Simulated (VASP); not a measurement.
# Li3Au (Fm-3m) in VASP: a series of runs

Li3Au is run at these levels: LDA; tasks: single point, relaxation of cell and atoms.

Everything below comes from runs of VASP 6.6.1. Logs are shortened: lines on timing, memory, paths and dates and some standing lists are left out, and cuts for length are marked.

## (1) The cell of the first run

It takes space group Fm-3m (No. 225, cubic). Conventional cell: a = 6.100 Å, b = 6.100 Å, c = 6.100 Å, α = 90.00°, β = 90.00°, γ = 90.00°. Within 3.5 Å of Li (site symmetry -43m) lie 10 Li at 2.64 to 3.05 Å and 4 Au at 2.64 Å. Within 3.5 Å of Li (site symmetry m-3m) lie 8 Li at 2.64 Å and 6 Au at 3.05 Å. Within 3.5 Å of Au (site symmetry m-3m) lie 14 Li at 2.64 to 3.05 Å.

## (2) Single point, LDA

INCAR

```
  PREC = Accurate
  ENCUT = 520
  EDIFF = 1E-6
  ISMEAR = 0
  SIGMA = 0.1
  LREAL = F
  LASPH = T
  NELM = 80
  ALGO = Normal
  ISIF = 2
  LWAVE = F
  LCHARG = F
  GGA = CA
  NBANDS = 18
```

KPOINTS

```
Automatic mesh
0
Gamma
  6 6 6
```

POSCAR

```
Li3Au
1.0
    0.0000000000      3.0500063253      3.0500063253
    3.0500063253      0.0000000000      3.0500063253
    3.0500063253      3.0500063253      0.0000000000
Li Au
3 1
Direct
    0.2500000000      0.2500000000      0.2500000000
    0.7500000000      0.7500000000      0.7500000000
    0.5000000000      0.5000000000      0.5000000000
    0.0000000000      0.0000000000      0.0000000000
```

Potentials or basis: VASP PAW LDA potentials, release 64 (Li_sv, Au).

Run with:

```sh
$ cat potpaw_LDA.64/Li_sv/POTCAR potpaw_LDA.64/Au/POTCAR > POTCAR
$ mpirun -np 1 vasp_std > vasp.out
```

OUTCAR:

```text
PREC = Accurate
   ENCUT = 520
   EDIFF = 1E-6
   ISMEAR = 0
   LREAL = F
   LASPH = T
   NELM = 80
   ISIF = 2
   GGA = CA

 ion  position               nearest neighbor table
   1  0.250  0.250  0.250-   4 2.64   4 2.64   4 2.64   4 2.64
   2  0.750  0.750  0.750-   4 2.64   4 2.64   4 2.64   4 2.64
   3  0.500  0.500  0.500-   4 3.05   4 3.05   4 3.05   4 3.05   4 3.05   4 3.05
   4  0.000  0.000  0.000-   2 2.64   2 2.64   2 2.64   1 2.64   2 2.64   1 2.64   1 2.64   1 2.64
                             3 3.05   3 3.05   3 3.05   3 3.05   3 3.05   3 3.05

  LATTYP: Found a face centered cubic cell.
 ALAT       =     6.1000126506

  Lattice vectors:

 A1 = (   0.0000000000,   3.0500063253,   3.0500063253)
 A2 = (   3.0500063253,   0.0000000000,   3.0500063253)
 A3 = (   3.0500063253,   3.0500063253,   0.0000000000)

Analysis of symmetry for initial positions (statically):
=====================================================================
 Subroutine PRICEL returns:
 Original cell was already a primitive cell.

 Routine SETGRP: Setting up the symmetry group for a
 face centered cubic supercell.

 Subroutine GETGRP returns: Found 48 space group operations
 (whereof 48 operations were pure point group operations)
 out of a pool of 48 trial point group operations.

The static configuration has the point symmetry O_h .

Analysis of symmetry for dynamics (positions and initial velocities):
=====================================================================
 Subroutine PRICEL returns:
 Original cell was already a primitive cell.

 Routine SETGRP: Setting up the symmetry group for a
 face centered cubic supercell.

 Subroutine GETGRP returns: Found 48 space group operations
 (whereof 48 operations were pure point group operations)
 out of a pool of 48 trial point group operations.

The dynamic configuration has the point symmetry O_h .

 Subroutine INISYM returns: Found 48 space group operations
 (whereof 48 operations are pure point group operations),
 and found     1 'primitive' translations

----------------------------------------------------------------------------------------

                                     Primitive cell

  volume of cell :      56.7456

  direct lattice vectors                    reciprocal lattice vectors
     0.000000000  3.050006325  3.050006325    -0.163934086  0.163934086  0.163934086
     3.050006325  0.000000000  3.050006325     0.163934086 -0.163934086  0.163934086
     3.050006325  3.050006325  0.000000000     0.163934086  0.163934086 -0.163934086

  length of vectors
     4.313360311  4.313360311  4.313360311     0.283942166  0.283942166  0.283942166

  position of ions in fractional coordinates (direct lattice)
     0.250000000  0.250000000  0.250000000
     0.750000000  0.750000000  0.750000000
     0.500000000  0.500000000  0.500000000
     0.000000000  0.000000000  0.000000000

  ion indices of the primitive-cell ions
   primitive index   ion index
                 1           1
                 2           2
                 3           3
                 4           4

----------------------------------------------------------------------------------------

 KPOINTS: Automatic mesh

Automatic generation of k-mesh.
 Grid dimensions read from file:
 generate k-points for:    6    6    6

 Generating k-lattice:

  Cartesian coordinates                     Fractional coordinates (reciprocal lattice)
    -0.027322348  0.027322348  0.027322348     0.166666667  0.000000000  0.000000000
     0.027322348 -0.027322348  0.027322348     0.000000000  0.166666667  0.000000000
     0.027322348  0.027322348 -0.027322348     0.000000000  0.000000000  0.166666667

  Length of vectors
     0.047323694  0.047323694  0.047323694

  Shift w.r.t. Gamma in fractional coordinates (k-lattice)
     0.000000000  0.000000000  0.000000000

 Subroutine IBZKPT returns following result:
 ===========================================

 Found     16 irreducible k-points:

 Following reciprocal coordinates:
            Coordinates               Weight
  0.000000  0.000000  0.000000      1.000000
  0.166667  0.000000  0.000000      8.000000
  0.333333  0.000000  0.000000      8.000000
  0.500000  0.000000  0.000000      4.000000
  0.166667  0.166667  0.000000      6.000000
  0.333333  0.166667  0.000000     24.000000
[... 8 lines left out ...]
 -0.333333  0.333333  0.166667     24.000000
 -0.333333  0.500000  0.166667     12.000000
   k-points           NKPTS =     16   k-points in BZ     NKDIM =     16   number of bands    NBANDS=     18
   number of dos      NEDOS =    301   number of ions     NIONS =      4
   total plane-waves  NPLWV =  32768
   dimension x,y,z NGX =    32 NGY =   32 NGZ =   32
   dimension x,y,z NGXF=    64 NGYF=   64 NGZF=   64
   ions per type =               3   1
   NGX,Y,Z   is equivalent  to a cutoff of  12.33, 12.33, 12.33 a.u.
   NGXF,Y,Z  is equivalent  to a cutoff of  24.67, 24.67, 24.67 a.u.
 SYSTEM =  unknown system
   PREC   = accura    normal or accurate (medium, high low for compatibility)
   ISTART =      0    job   : 0-new  1-cont  2-samecut
   ICHARG =      2    charge: 1-file 2-atom 10-const
   ISPIN  =      1    spin polarized calculation?
   LNONCOLLINEAR =      F non collinear calculations
   LSORBIT =      F    spin-orbit coupling
   LASPH  =      T    aspherical Exc in radial PAW
   ENCUT  =  520.0 eV  38.22 Ry    6.18 a.u.   8.02  8.02  8.02*2*pi/ulx,y,z
   NELM   =     80;   NELMIN=  2; NELMDL= -5     # of ELM steps
   EDIFF  = 0.1E-05   stopping-criterion for ELM
   LREAL  =      F    real-space projection
   EDIFFG = 0.1E-04   stopping-criterion for IOM
   NSW    =      0    number of steps for IOM
   IBRION =     -1    ionic relax: 0-MD 1-quasi-New 2-CG
   NFREE  =      0    steps in history (QN), initial steepest desc. (CG)
   ISIF   =      2    stress and relaxation
   ISYM   =      2    0-nonsym 1-usesym 2-fastsym
   POTIM  = 0.5000    time-step for ionic-motion
   TEBEG  =    0.0;   TEEND  =   0.0 temperature during run
   PSTRESS=    0.0 pullay stress
   NELECT =      20.0000    total number of electrons
   NUPDOWN=      -1.0000    fix difference up-down
   EMIN   =  10.00;   EMAX   =-10.00  energy-range for DOS
   EFERMI =   0.00;   METHOD = LEGACY
   ISMEAR =     0;   SIGMA  =   0.10  broadening in eV -4-tet -1-fermi 0-gaus
   EFERMI_NEDOS =   21; number of points for ismear=-14 and -15
   IALGO  =     38    algorithm
   IMIX   =      4    mixing-type and parameters
     AMIX     =   0.40;   BMIX     =  1.00
     AMIX_MAG =   1.60;   BMIX_MAG =  1.00
  volume/ion in A,a.u.               =      14.19        95.73
  Fermi-wavevector in a.u.,A,eV,Ry     =   1.156398  2.185276 18.194485  1.337257
  Thomas-Fermi vector in A             =   2.293019
   LORBIT       =      0    0 simple, 1 ext, 2 COOP (PROOUT), +10 PAW based schemes
   GGA     = CA    functional components
   LHFCALC =     F    Hartree Fock is set to
   AEXX    =    0.0000 exact exchange contribution
   IVDW    =     0    specifies the selected vdW correction
   LEPSILON=     F    determine dielectric tensor
   LRPA    =     F    only Hartree local field effects (RPA)
 non-spin polarized calculation
 Gauss-broadening in eV      SIGMA  =   0.10
  energy-cutoff  :      520.00
  volume of cell :       56.75
 maximum number of plane-waves:      1544
   NGX = 17   NGY = 17   NGZ = 17

 number of electron      19.9999974 magnetization

 Free energy of the ion-electron system (eV)
  ---------------------------------------------------
  ext. energy  EPLUGINS =         0.00000000
  ---------------------------------------------------
  free energy    TOTEN  =       -12.16750433 eV

  energy without entropy =      -12.15093914  energy(sigma->0) =      -12.15922173

 E-fermi :   4.2677     XC(G=0):  -9.7344

 val. band max:        4.2314632016   @ k =  -0.3333   0.5000   0.1667
 cond. band min:       4.2829707868   @ k =   0.5000   0.3333   0.0000
 fundamental gap:      0.0515075852
 Fermi energy:         4.2677049233

 k-point     1 :       0.0000    0.0000    0.0000
  band No.  band energies     occupation
      1     -41.1248      2.00000
      2     -40.5517      2.00000
      3     -40.5310      2.00000
      4      -2.0629      2.00000
      5      -0.5941      2.00000
      6      -0.5941      2.00000
[... 10 lines left out ...]
     17      11.1981      0.00000
     18      11.1981      0.00000

 k-point     2 :       0.1667    0.0000    0.0000
  band No.  band energies     occupation
      1     -41.1241      2.00000
      2     -40.5507      2.00000
      3     -40.5328      2.00000
      4      -1.8158      2.00000
      5      -0.5558      2.00000
      6      -0.5394      2.00000
[... 10 lines left out ...]
     17      11.4800      0.00000
     18      11.7633      0.00000

 k-point     3 :       0.3333    0.0000    0.0000
  band No.  band energies     occupation
      1     -41.1226      2.00000
      2     -40.5476      2.00000
      3     -40.5370      2.00000
      4      -1.2844      2.00000
      5      -0.5211      2.00000
      6      -0.5211      2.00000
[... 10 lines left out ...]
     17      13.3745      0.00000
     18      13.3745      0.00000

 k-point     4 :       0.5000    0.0000    0.0000
  band No.  band energies     occupation
      1     -41.1217      2.00000
      2     -40.5433      2.00000
      3     -40.5418      2.00000
      4      -1.0860      2.00000
      5      -0.5521      2.00000
      6      -0.5521      2.00000
[... 207 lines left out ...]
      4      -0.8257      2.00000
      5      -0.5207      2.00000
      6      -0.4700      2.00000
[... 10 lines left out ...]
     17      14.1359      0.00000
     18      15.9133      0.00000

 k-point    15 :      -0.3333    0.3333    0.1667
  band No.  band energies     occupation
      1     -41.1211      2.00000
      2     -40.5430      2.00000
      3     -40.5427      2.00000
      4      -0.6178      2.00000
      5      -0.5777      2.00000
      6      -0.2781      2.00000
[... 10 lines left out ...]
     17      14.1469      0.00000
     18      15.5417      0.00000

 k-point    16 :      -0.3333    0.5000    0.1667
  band No.  band energies     occupation
      1     -41.1209      2.00000
      2     -40.5448      2.00000
      3     -40.5411      2.00000
      4      -0.7680      2.00000
      5      -0.4547      2.00000
      6      -0.2029      2.00000
[... 10 lines left out ...]
     17      15.4041      0.00000
     18      16.1278      0.00000

------------------------ aborting loop because EDIFF is reached ----------------------------------------

  FORCE on cell =-STRESS in cart. coord.  units (eV):
  Direction    XX          YY          ZZ          XY          YZ          ZX
  --------------------------------------------------------------------------------------
  -------------------------------------------------------------------------------------
  Total       -0.0060271     -0.0060271     -0.0060271      0.0000000      0.0000000      0.0000000
  in kB       -0.1701725     -0.1701725     -0.1701725      0.0000000      0.0000000      0.0000000
  external PRESSURE =      -0.1701725 kB  Pullay stress =       0.0000000 kB

 VOLUME and BASIS-vectors are now :
 -----------------------------------------------------------------------------
  energy-cutoff  :      520.00
  volume of cell :       56.75
      direct lattice vectors                 reciprocal lattice vectors
     0.000000000  3.050006325  3.050006325    -0.163934086  0.163934086  0.163934086
     3.050006325  0.000000000  3.050006325     0.163934086 -0.163934086  0.163934086
     3.050006325  3.050006325  0.000000000     0.163934086  0.163934086 -0.163934086

 POSITION                                       TOTAL-FORCE (eV/Angst)
 -----------------------------------------------------------------------------------
      1.52500      1.52500      1.52500         0.000000      0.000000      0.000000
      4.57501      4.57501      4.57501        -0.000000     -0.000000     -0.000000
      3.05001      3.05001      3.05001        -0.000000     -0.000000     -0.000000
      0.00000      0.00000      0.00000        -0.000000     -0.000000     -0.000000
 -----------------------------------------------------------------------------------
    total drift:                                0.000000     -0.000000      0.000000

  FREE ENERGIE OF THE ION-ELECTRON SYSTEM (eV)
  ---------------------------------------------------
  free  energy   TOTEN  =       -12.1675043263 eV

  energy  without entropy=      -12.1509391392  energy(sigma->0) =      -12.15922173
```

It took 11 s on 1 thread of Intel Xeon Platinum 8488C (Sapphire Rapids), shared host; peak memory 0.16 GiB.

What came out:

| Property | Result |
| --- | --- |
| Free energy | -12.1675 eV |
| Band gap on the k mesh | zero (band 10 reaches 8.33 eV, above the bottom of band 11 at 3.60 eV) |

Caveat: the cutoff is under 1.25 times the usual one of these potentials, so pressure, stress and relaxed cells hold a basis-set (Pulay) error; spin-orbit coupling is left out, which moves the levels of the heavy elements.

## (3) Single point, LDA

INCAR

```
SYSTEM = Li3Au
ALGO = Normal ; EDIFF = 1E-6
ENCUT = 520 ; GGA = CA
ISIF = 2 ; ISMEAR = 0
LASPH = .True. ; LCHARG = .False.
LREAL = .False. ; LWAVE = .False.
NBANDS = 18 ; NELM = 60
PREC = Accurate ; SIGMA = 0.1
```

KPOINTS

```
k-points
0
Gamma
  7 7 7
  0 0 0
```

POSCAR is that of step 2.

Potentials or basis: VASP PAW LDA potentials, release 64 (Li_sv, Au).

Run with:

```sh
$ cat potpaw_LDA.64/Li_sv/POTCAR potpaw_LDA.64/Au/POTCAR > POTCAR
$ mpirun -np 1 vasp_std > vasp.out
```

Wall time 12 s (1 thread of Intel Xeon Platinum 8488C (Sapphire Rapids), shared host); peak memory 0.16 GiB.

Results (log left out):

| Property | Result |
| --- | --- |
| Free energy | -12.2042 eV |
| Band gap on the k mesh | zero (band 10 reaches 8.33 eV, above the bottom of band 11 at 3.46 eV) |

Levels at points of the mesh, in eV from the Fermi level:
| k point | band 7 | band 8 | band 9 | band 10 | band 11 | band 12 | band 13 | band 14 |
| --- | --- | --- | --- | --- | --- | --- | --- | --- |
| (0.00, 0.00, 0.00) | -4.78 | -4.34 | -4.34 | 4.15 | 4.15 | 4.15 | 6.21 | 6.21 |

Caveat: the cutoff is under 1.25 times the usual one of these potentials, so pressure, stress and relaxed cells hold a basis-set (Pulay) error; spin-orbit coupling is left out, which moves the levels of the heavy elements.

## (4) Relaxation of cell and atoms, LDA

This run uses another cell than the first one, of 15.64 Å³/atom, 1.103 times its volume.

INCAR

```
PREC = Accurate
ENCUT = 600
EDIFF = 1E-6
ISMEAR = 0
SIGMA = 0.1
LREAL = F
LASPH = T
NELM = 60
ALGO = Normal
ISIF = 3
LWAVE = F
LCHARG = F
IBRION = 2
NSW = 60
EDIFFG = -0.01
```

KPOINTS

```
regular mesh
0
Gamma
  6 6 6
```

POSCAR

```
Li3Au
1.0
    0.0000000000      3.1510000000      3.1510000000
    3.1510000000      0.0000000000      3.1510000000
    3.1510000000      3.1510000000      0.0000000000
Li Au
3 1
Direct
    0.2500000000      0.2500000000      0.2500000000
    0.7500000000      0.7500000000      0.7500000000
    0.5000000000      0.5000000000      0.5000000000
    0.0000000000      0.0000000000      0.0000000000
```

Run with:

```sh
$ cat potpaw_LDA.64/Li_sv/POTCAR potpaw_LDA.64/Au/POTCAR > POTCAR
$ mpirun -np 1 vasp_std > vasp.out
```

Wall time 40 s (1 thread of Intel Xeon Platinum 8488C (Sapphire Rapids), shared host); peak memory 0.18 GiB.

It converged, with:

* Free energy: -12.1747 eV
* Relaxed volume: 14.14 Å³/atom
* Relaxed cell: a = 4.309 Å, b = 4.309 Å, c = 4.309 Å, α = 60.00°, β = 60.00°, γ = 60.00°
* Space group after relaxing (to 0.05 Å): Fm-3m (No. 225)
* Energy gained by relaxing: 17.5 meV/atom
* Ionic steps: 4
* Pressure after relaxing: 0.0 GPa
* Band gap on the k mesh: zero (band 10 reaches 8.36 eV, above the bottom of band 11 at 3.62 eV)

The path:
| step | energy change (eV) | largest force (eV/Å) | pressure (GPa) | volume (Å³) |
| --- | --- | --- | --- | --- |
| 1 | 0.0000 | 0.0000 | -3.43 | 62.57 |
| 2 | -0.0509 | 0.0000 | -1.96 | 59.59 |
| 3 | -0.0699 | 0.0000 | -0.21 | 56.87 |
| 4 | -0.0700 | 0.0000 | 0.01 | 56.56 |

Final structure:
```xyz
4
Lattice="0.0000 3.0467 3.0467 3.0467 0.0000 3.0467 3.0467 3.0467 0.0000" Properties=species:S:1:pos:R:3 pbc="T T T"
Li    1.5234    1.5234    1.5234
Li    4.5701    4.5701    4.5701
Li    3.0467    3.0467    3.0467
Au    3.0467    6.0935    3.0467
```

Levels at points of the mesh, in eV from the Fermi level:
```csv
k point,band 7,band 8,band 9,band 10,band 11,band 12,band 13,band 14
"(0.00, 0.00, 0.00)",-4.87,-4.43,-4.43,4.07,4.07,4.07,6.14,6.14
"(0.50, 0.00, 0.00)",-4.30,-4.30,-3.84,-2.26,3.01,3.01,4.69,4.69
"(0.50, 0.50, 0.00)",-4.30,-4.25,-3.33,-1.50,-0.16,-0.16,4.30,6.89
```

Caveat: the cutoff is under 1.25 times the usual one of these potentials, so pressure, stress and relaxed cells hold a basis-set (Pulay) error; spin-orbit coupling is left out, which moves the levels of the heavy elements.

## (5) The runs side by side

```tsv
task	cell	k mesh	cutoff (eV)	gap on the mesh (eV)
single point	a = 4.313 Å, angles 60.0°, 4 atoms	6 × 6 × 6	520	none
single point	a = 4.313 Å, angles 60.0°, 4 atoms	7 × 7 × 7	520	none
relaxation of cell and atoms	relaxed from a = 4.456 Å, angles 60.0°, 4 atoms	6 × 6 × 6	600	none
```

Alike in all rows: level LDA; potentials or basis VASP PAW LDA potentials, release 64 (Li_sv, Au); no spin polarisation; smearing gaussian 0.1 eV.

Caveats: the cutoff is under 1.25 times the usual one of these potentials, so pressure, stress and relaxed cells hold a basis-set (Pulay) error; spin-orbit coupling is left out, which moves the levels of the heavy elements.

Absolute energies hang on the potentials; compare differences alone.
